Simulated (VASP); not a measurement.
**MgS: single point with PBE**

Crystal: MgS.

```
CELL_PARAMETERS angstrom
0.00000 2.83087 2.83087
2.83087 0.00000 2.83087
2.83087 2.83087 0.00000
ATOMIC_POSITIONS crystal
Mg 0.00000 0.00000 0.00000
S 0.75000 0.75000 0.75000
```

| Property | Result |
| --- | --- |
| Program | VASP 6.6.1 |
| Task | single point |
| Functional | PBE |
| Potentials or basis | VASP PAW PBE potentials, release 64 (Mg, S) |
| Cutoff | 600 eV |
| k mesh | 2 × 2 × 2 |
| Occupations | gaussian, width 0.01 eV |
| Spin | no spin polarisation |
| Dipole correction | no |
| Further INCAR settings | ALGO = Normal; EDIFF = 1e-06; NBANDS = 11 |

```
Pressure               : 4.1 GPa
Band gap on the k mesh : 3.37 eV, direct
```

Levels at points of the mesh, in eV from the valence-band top:
```
           k point  band 1  band 2  band 3  band 4  band 5  band 6  band 7  band 8
(0.00, 0.00, 0.00)  -11.25    0.00    0.00    0.00    3.37    7.77    7.77    7.77
(0.50, 0.00, 0.00)  -10.54   -3.22   -0.34   -0.34    4.97    7.46    7.46    8.57
(0.50, 0.50, 0.00)  -10.31   -2.90   -1.07   -1.07    3.73    5.48   11.14   12.17
```

It took 3.8 s on 1 thread of Intel Xeon 6975P-C (shared host), peak memory 0.17 GiB.

Caveat: the k points lie up to 0.96 Å⁻¹ apart. A k mesh can miss the band edges.
